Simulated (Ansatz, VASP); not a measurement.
Two plane-wave programs on HgSb

```
Hg Sb
1.0
     0.00000    3.01903    3.02032
     3.01877    0.00000    3.02032
     3.01877    3.01903    0.00000
Hg Sb
1 1
Direct
  0.00000 0.00000 0.00000
  0.50000 0.50000 0.50000
```

Alike in both runs: functional PBE; k mesh 16 × 16 × 16; occupations gaussian, width 0.1 eV; no spin polarisation.

Ansatz relaxed the structure, and its values are those at the end. VASP's run is a single point on that final structure, the one shown.

```csv
,VASP,Ansatz
version,VASP 6.6.1,Ansatz 0.2.0
potentials or method,"VASP PAW PBE potentials, release 64 (Hg, Sb), cutoff 520 eV","scalar-relativistic, plane waves, PAW"
valence electrons in the cell,17,35
```

|  | VASP | Ansatz | Ansatz less VASP |
| --- | --- | --- | --- |
| gap on the k mesh at the Fermi level (eV) | none | none | - |
| pressure (GPa) | 0.0 | 0.0 | -0.04 |

A gap of «none» marks a metal or a gap that the smearing closes. The functional is the same, so the differences come from potentials, cutoffs and numerics. VASP's potentials hold 17 valence electrons a cell and Ansatz's 35, so a difference there can come from the potentials and not from the codes.

Neither program's run includes spin-orbit coupling.
